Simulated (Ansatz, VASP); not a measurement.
## One calculation of ZnRh3, two programs

File INCAR:

```
PREC     = Accurate       # precision mode
ENCUT    = 520            # plane-wave cutoff, eV
EDIFF    = 1E-6           # SCF threshold, eV
ISMEAR   = -1             # smearing method
SIGMA    = 0.1            # smearing width, eV
LREAL    = False          # projectors in reciprocal space
LASPH    = True           # aspherical terms in the spheres
NELM     = 100            # most SCF steps
ALGO     = Normal         # electronic algorithm
ISIF     = 2              # what is computed and relaxed
LWAVE    = False          # write WAVECAR
LCHARG   = False          # write CHGCAR
NBANDS   = 36             # bands
```

Contents of KPOINTS:

```
regular mesh
0
Gamma
  8 8 8
```

File POSCAR:

```
ZnRh3
1.0
   -1.8981420000      1.8981420000      3.7881810000
    1.8981420000     -1.8981420000      3.7881810000
    1.8981420000      1.8981420000     -3.7881810000
Zn Rh
1 3
Direct
    0.0000000000      0.0000000000      0.0000000000
    0.7500000000      0.2500000000      0.5000000000
    0.2500000000      0.7500000000      0.5000000000
    0.5000000000      0.5000000000      0.0000000000
```

Input for Ansatz:

```yaml
crystal:
  lattice:
    - [-1.898142, 1.898142, 3.788181]
    - [1.898142, -1.898142, 3.788181]
    - [1.898142, 1.898142, -3.788181]
  atoms:
    - { symbol: Zn, position: [0.0, 0.0, 0.0] }
    - { symbol: Rh, position: [0.75, 0.25, 0.5] }
    - { symbol: Rh, position: [0.25, 0.75, 0.5] }
    - { symbol: Rh, position: [0.5, 0.5, 0.0] }
kpoints:
  mp_grid:
    grid: [8, 8, 8]
hamiltonian:
  xc: lda
  pseudopotentials:
    kind: paw
scf:
  occupations:
    method: fermi_dirac
output:
  stress: true
```

Alike in both runs: task single point; functional LDA; k mesh 8 × 8 × 8; no spin polarisation.

```csv
,VASP,Ansatz
version,VASP 6.6.1,Ansatz 0.2.0
potentials or method,"VASP PAW LDA potentials, release 64 (Zn, Rh_pv)","plane waves, PAW"
plane-wave cutoff (eV),520,420
occupations,"fermi-dirac, width 0.1 eV",fermi-dirac
valence electrons in the cell,57,63
```

Ansatz gave:

```
pressure (GPa)                                                : -10.1
traceless stress, the component that is largest in VASP (GPa) : 0.37
```

Q: Which values does VASP return?

A: Pressure (GPa): -9.2; traceless stress, the component that is largest in VASP (GPa): 0.40.

LDA's correlation is that of Perdew and Zunger in VASP and of Perdew and Wang (1992) in Ansatz. VASP's potentials hold 57 valence electrons a cell and Ansatz's 63, so a difference there can come from the potentials and not from the codes.
